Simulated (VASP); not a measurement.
# Rb4GeN2 (I4mm) in VASP: single point with PBE

Aim: the single point of Rb4GeN2 with PBE.

All numbers are computed with VASP 6.6.1; they aren't measurements. Logs are shortened: lines on timing, memory, paths and dates and some standing lists are left out, and cuts for length are marked.

## Step 1: The cell of the first run

Symmetry: I4mm, No. 107, tetragonal system. Conventional cell: a = 8.937 Å, b = 8.937 Å, c = 8.256 Å, α = 90.00°, β = 90.00°, γ = 90.00°. Rb (site symmetry m) has 2 N at 2.67 to 2.75 Å within 3.5 Å. Ge (site symmetry 4mm) has 4 Rb at 3.66 Å and 4 N at 4.48 Å within 4.8 Å. N (site symmetry 2mm) has 4 Rb at 2.67 to 2.75 Å within 3.5 Å.

## Step 2: Single point, PBE

Contents of INCAR:

```
  ALGO = Normal
  EDIFF = 1E-6
  ENCUT = 520
  GGA = PE
  ISIF = 2
  ISMEAR = 0
  LASPH = T
  LCHARG = F
  LREAL = F
  LWAVE = F
  NBANDS = 39
  NELM = 80
  PREC = Accurate
  SIGMA = 0.1
```

Contents of KPOINTS:

```
k-points
0
Gamma
  4 4 4
```

Contents of POSCAR:

```
Rb4GeN2
1.0
   -4.4687436644      4.4687436644      4.1282455555
    4.4687436644     -4.4687436644      4.1282455555
    4.4687436644      4.4687436644     -4.1282455555
Rb Ge N
4 1 2
Direct
    0.1836932967      0.8800109529      0.6963176562
    0.1836932967      0.4873756405      0.3036823438
    0.8800109529      0.1836932967      0.6963176562
    0.4873756405      0.1836932967      0.3036823438
    0.8869102247      0.8869102247      0.0000000000
    0.9273919542      0.4273919542      0.5000000000
    0.4273919542      0.9273919542      0.5000000000
```

Potentials or basis: VASP PAW PBE potentials, release 64 (Rb_sv, Ge_d, N).

Launch:

```console
> cat potpaw_PBE.64/Rb_sv/POTCAR potpaw_PBE.64/Ge_d/POTCAR potpaw_PBE.64/N/POTCAR > POTCAR
> mpirun -np 1 vasp_std > vasp.out
```

OUTCAR:

```text
EDIFF = 1E-6
   ENCUT = 520
   GGA = PE
   ISIF = 2
   ISMEAR = 0
   LASPH = T
   LREAL = F
   NELM = 80
   PREC = Accurate

 ion  position               nearest neighbor table
   1  0.184  0.880  0.696-   7 2.67   6 2.75   2 3.51   5 3.66   3 3.84   4 3.84   4 4.82   3 4.82
                             3 4.82   4 4.82   2 5.43
   2  0.184  0.487  0.304-   7 2.67   6 2.75   1 3.51   5 3.66   3 3.84   4 3.84   3 4.82   4 4.82
                             4 4.82   3 4.82   1 5.43
   3  0.880  0.184  0.696-   6 2.67   7 2.75   4 3.51   5 3.66   2 3.84   1 3.84   1 4.82   2 4.82
                             1 4.82   2 4.82   4 5.43
   4  0.487  0.184  0.304-   6 2.67   7 2.75   3 3.51   5 3.66   1 3.84   2 3.84   2 4.82   2 4.82
                             1 4.82   1 4.82   3 5.43
   5  0.887  0.887  0.000-   4 3.66   2 3.66   1 3.66   3 3.66
   6  0.927  0.427  0.500-   3 2.67   4 2.67   1 2.75   2 2.75
   7  0.427  0.927  0.500-   1 2.67   2 2.67   3 2.75   4 2.75

  LATTYP: Found a body centered tetragonal cell.
 ALAT       =     8.9374873288
 C/A-ratio  =     0.9238045110

  Lattice vectors:

 A1 = (  -4.4687436644,   4.4687436644,   4.1282455555)
 A2 = (   4.4687436644,  -4.4687436644,   4.1282455555)
 A3 = (   4.4687436644,   4.4687436644,  -4.1282455555)

Analysis of symmetry for initial positions (statically):
=====================================================================
 Subroutine PRICEL returns:
 Original cell was already a primitive cell.

 Routine SETGRP: Setting up the symmetry group for a
 body centered tetragonal supercell.

 Subroutine GETGRP returns: Found  8 space group operations
 (whereof  8 operations were pure point group operations)
 out of a pool of 16 trial point group operations.

The static configuration has the point symmetry C_4v.

Analysis of symmetry for dynamics (positions and initial velocities):
=====================================================================
 Subroutine PRICEL returns:
 Original cell was already a primitive cell.

 Routine SETGRP: Setting up the symmetry group for a
 body centered tetragonal supercell.

 Subroutine GETGRP returns: Found  8 space group operations
 (whereof  8 operations were pure point group operations)
 out of a pool of 16 trial point group operations.

The dynamic configuration has the point symmetry C_4v.

 Subroutine INISYM returns: Found  8 space group operations
 (whereof  8 operations are pure point group operations),
 and found     1 'primitive' translations

----------------------------------------------------------------------------------------

                                     Primitive cell

  volume of cell :     329.7588

  direct lattice vectors                    reciprocal lattice vectors
    -4.468743664  4.468743664  4.128245556     0.000000000  0.111888271  0.121116826
     4.468743664 -4.468743664  4.128245556     0.111888271  0.000000000  0.121116826
     4.468743664  4.468743664 -4.128245556     0.111888271  0.111888271  0.000000000

  length of vectors
     7.548625785  7.548625785  7.548625785     0.164888662  0.164888662  0.158233910

  position of ions in fractional coordinates (direct lattice)
     0.183693297  0.880010953  0.696317656
     0.183693297  0.487375640  0.303682344
     0.880010953  0.183693297  0.696317656
     0.487375640  0.183693297  0.303682344
     0.886910225  0.886910225  0.000000000
     0.927391954  0.427391954  0.500000000
     0.427391954  0.927391954  0.500000000

  ion indices of the primitive-cell ions
   primitive index   ion index
                 1           1
                 2           2
                 3           3
                 4           4
                 5           5
                 6           6
                 7           7

----------------------------------------------------------------------------------------

 KPOINTS: k-points

Automatic generation of k-mesh.
 Grid dimensions read from file:
 generate k-points for:    4    4    4

 Generating k-lattice:

  Cartesian coordinates                     Fractional coordinates (reciprocal lattice)
     0.000000000  0.027972068  0.030279207     0.250000000  0.000000000 -0.000000000
     0.027972068  0.000000000  0.030279207     0.000000000  0.250000000 -0.000000000
     0.027972068  0.027972068  0.000000000     0.000000000  0.000000000  0.250000000

  Length of vectors
     0.041222165  0.041222165  0.039558477

  Shift w.r.t. Gamma in fractional coordinates (k-lattice)
     0.000000000  0.000000000  0.000000000

 Subroutine IBZKPT returns following result:
 ===========================================

 Found     13 irreducible k-points:

 Following reciprocal coordinates:
            Coordinates               Weight
  0.000000  0.000000  0.000000      1.000000
  0.250000  0.000000  0.000000      8.000000
  0.500000  0.000000  0.000000      4.000000
  0.250000  0.250000  0.000000      8.000000
  0.500000  0.250000  0.000000     16.000000
 -0.250000  0.250000  0.000000      4.000000
  0.500000  0.500000  0.000000      2.000000
  0.250000  0.250000  0.250000      2.000000
 -0.250000  0.250000  0.250000      4.000000
  0.500000  0.500000  0.250000      4.000000
 -0.250000  0.500000  0.250000      8.000000
 -0.250000 -0.250000  0.250000      2.000000
  0.500000  0.500000  0.500000      1.000000
   k-points           NKPTS =     13   k-points in BZ     NKDIM =     13   number of bands    NBANDS=     39
   number of dos      NEDOS =    301   number of ions     NIONS =      7
   total plane-waves  NPLWV = 175616
   dimension x,y,z NGX =    56 NGY =   56 NGZ =   56
   dimension x,y,z NGXF=   112 NGYF=  112 NGZF=  112
   ions per type =               4   1   2
   NGX,Y,Z   is equivalent  to a cutoff of  12.33, 12.33, 12.33 a.u.
   NGXF,Y,Z  is equivalent  to a cutoff of  24.67, 24.67, 24.67 a.u.
 SYSTEM =  unknown system
   PREC   = accura    normal or accurate (medium, high low for compatibility)
   ISTART =      0    job   : 0-new  1-cont  2-samecut
   ICHARG =      2    charge: 1-file 2-atom 10-const
   ISPIN  =      1    spin polarized calculation?
   LNONCOLLINEAR =      F non collinear calculations
   LSORBIT =      F    spin-orbit coupling
   LASPH  =      T    aspherical Exc in radial PAW
   ENCUT  =  520.0 eV  38.22 Ry    6.18 a.u.  14.04 14.04 14.04*2*pi/ulx,y,z
   NELM   =     80;   NELMIN=  2; NELMDL= -5     # of ELM steps
   EDIFF  = 0.1E-05   stopping-criterion for ELM
   LREAL  =      F    real-space projection
   EDIFFG = 0.1E-04   stopping-criterion for IOM
   NSW    =      0    number of steps for IOM
   IBRION =     -1    ionic relax: 0-MD 1-quasi-New 2-CG
   NFREE  =      0    steps in history (QN), initial steepest desc. (CG)
   ISIF   =      2    stress and relaxation
   ISYM   =      2    0-nonsym 1-usesym 2-fastsym
   POTIM  = 0.5000    time-step for ionic-motion
   TEBEG  =    0.0;   TEEND  =   0.0 temperature during run
   PSTRESS=    0.0 pullay stress
   NELECT =      60.0000    total number of electrons
   NUPDOWN=      -1.0000    fix difference up-down
   EMIN   =  10.00;   EMAX   =-10.00  energy-range for DOS
   EFERMI =   0.00;   METHOD = LEGACY
   ISMEAR =     0;   SIGMA  =   0.10  broadening in eV -4-tet -1-fermi 0-gaus
   EFERMI_NEDOS =   21; number of points for ismear=-14 and -15
   IALGO  =     38    algorithm
   IMIX   =      4    mixing-type and parameters
     AMIX     =   0.40;   BMIX     =  1.00
     AMIX_MAG =   1.60;   BMIX_MAG =  1.00
  volume/ion in A,a.u.               =      47.11       317.90
  Fermi-wavevector in a.u.,A,eV,Ry     =   0.927669  1.753041 11.708766  0.860570
  Thomas-Fermi vector in A             =   2.053764
   LORBIT       =      0    0 simple, 1 ext, 2 COOP (PROOUT), +10 PAW based schemes
   GGA     = PE    functional components
   LHFCALC =     F    Hartree Fock is set to
   AEXX    =    0.0000 exact exchange contribution
   IVDW    =     0    specifies the selected vdW correction
   LEPSILON=     F    determine dielectric tensor
   LRPA    =     F    only Hartree local field effects (RPA)
 non-spin polarized calculation
 Gauss-broadening in eV      SIGMA  =   0.10
  energy-cutoff  :      520.00
  volume of cell :      329.76
 maximum number of plane-waves:      8952
   NGX = 29   NGY = 29   NGZ = 29

 number of electron      59.9999992 magnetization

 Free energy of the ion-electron system (eV)
  ---------------------------------------------------
  ext. energy  EPLUGINS =         0.00000000
  ---------------------------------------------------
  free energy    TOTEN  =       -16.17654088 eV

  energy without entropy =      -16.08400139  energy(sigma->0) =      -16.13027113

 E-fermi :  -0.5112     XC(G=0):  -6.1990

 val. band max:       -0.5161407622   @ k =   0.2500   0.0000   0.0000
 cond. band min:      -0.4926010836   @ k =   0.5000   0.5000   0.0000
 fundamental gap:      0.0235396786
 Fermi energy:        -0.5111919315

 k-point     1 :       0.0000    0.0000    0.0000
  band No.  band energies     occupation
      1     -27.3980      2.00000
      2     -27.3418      2.00000
      3     -27.3144      2.00000
      4     -27.3144      2.00000
      5     -25.3706      2.00000
      6     -25.3697      2.00000
[... 31 lines left out ...]
     38       3.5600      0.00000
     39       3.8078      0.00000

 k-point     2 :       0.2500    0.0000    0.0000
  band No.  band energies     occupation
      1     -27.3916      2.00000
      2     -27.3532      2.00000
      3     -27.3144      2.00000
      4     -27.3094      2.00000
      5     -25.3706      2.00000
      6     -25.3697      2.00000
[... 451 lines left out ...]
     38       3.2305      0.00000
     39       3.8989      0.00000

 k-point    13 :       0.5000    0.5000    0.5000
  band No.  band energies     occupation
      1     -27.3885      2.00000
      2     -27.3512      2.00000
      3     -27.3145      2.00000
      4     -27.3145      2.00000
      5     -25.3706      2.00000
      6     -25.3697      2.00000
[... 31 lines left out ...]
     38       3.1306      0.00000
     39       3.8914      0.00000

------------------------ aborting loop because EDIFF is reached ----------------------------------------

  FORCE on cell =-STRESS in cart. coord.  units (eV):
  Direction    XX          YY          ZZ          XY          YZ          ZX
  --------------------------------------------------------------------------------------
  -------------------------------------------------------------------------------------
  Total        0.2239951      0.2239951      0.0454015      0.0000000      0.0000000      0.0000000
  in kB        1.0883103      1.0883103      0.2205891      0.0000000      0.0000000      0.0000000
  external PRESSURE =       0.7990699 kB  Pullay stress =       0.0000000 kB

 VOLUME and BASIS-vectors are now :
 -----------------------------------------------------------------------------
  energy-cutoff  :      520.00
  volume of cell :      329.76
      direct lattice vectors                 reciprocal lattice vectors
    -4.468743664  4.468743664  4.128245556     0.000000000  0.111888271  0.121116826
     4.468743664 -4.468743664  4.128245556     0.111888271  0.000000000  0.121116826
     4.468743664  4.468743664 -4.128245556     0.111888271  0.111888271  0.000000000

 POSITION                                       TOTAL-FORCE (eV/Angst)
 -----------------------------------------------------------------------------------
      6.22333      0.00000      1.51666         0.031225     -0.000000     -0.004950
      2.71416      0.00000      1.51666        -0.031225     -0.000000     -0.004950
      0.00000      6.22333      1.51666        -0.000000      0.031225     -0.004950
      0.00000      2.71416      1.51666        -0.000000     -0.031225     -0.004950
      0.00000      0.00000      7.32277        -0.000000     -0.000000      0.005261
      0.00000      4.46874      3.52876        -0.000000     -0.000000      0.007270
      4.46874      0.00000      3.52876        -0.000000     -0.000000      0.007270
 -----------------------------------------------------------------------------------
    total drift:                                0.000001      0.000001     -0.001814

  FREE ENERGIE OF THE ION-ELECTRON SYSTEM (eV)
  ---------------------------------------------------
  free  energy   TOTEN  =       -16.1765408791 eV

  energy  without entropy=      -16.0840013855  energy(sigma->0) =      -16.13027113
```

It took 2.9 min on 1 thread of AMD EPYC 9R45 (Zen 5), shared host; peak memory 0.49 GiB.

What came out:

```
Free energy            : -16.1765 eV
Pressure               : 0.1 GPa
Largest force          : 0.032 eV/Å
Band gap on the k mesh : zero (band 30 reaches -0.52 eV, above the bottom of band 31 at -0.56 eV)
```

Forces in eV/Å, atoms in the order of the input:
```
Rb   0.031  0.000 -0.005
Rb  -0.031  0.000 -0.005
Rb   0.000  0.031 -0.005
Rb   0.000 -0.031 -0.005
Ge   0.000  0.000  0.005
N    0.000  0.000  0.007
N    0.000  0.000  0.007
```

Stress tensor (GPa, compression positive):
```
0.11 0.00 0.00
0.00 0.11 0.00
0.00 0.00 0.02
```

Levels at points of the mesh, in eV from the Fermi level:
```csv
k point,band 27,band 28,band 29,band 30,band 31,band 32,band 33,band 34
"(0.00, 0.00, 0.00)",-0.39,-0.13,-0.10,-0.10,0.04,0.42,0.42,1.21
"(0.50, 0.00, 0.00)",-0.32,-0.30,-0.14,-0.11,0.06,0.23,0.36,2.58
"(0.50, 0.50, 0.00)",-0.34,-0.26,-0.23,-0.01,-0.01,0.02,0.03,2.21
"(0.50, 0.50, 0.50)",-0.77,-0.17,-0.03,-0.03,0.30,0.40,0.40,2.36
```
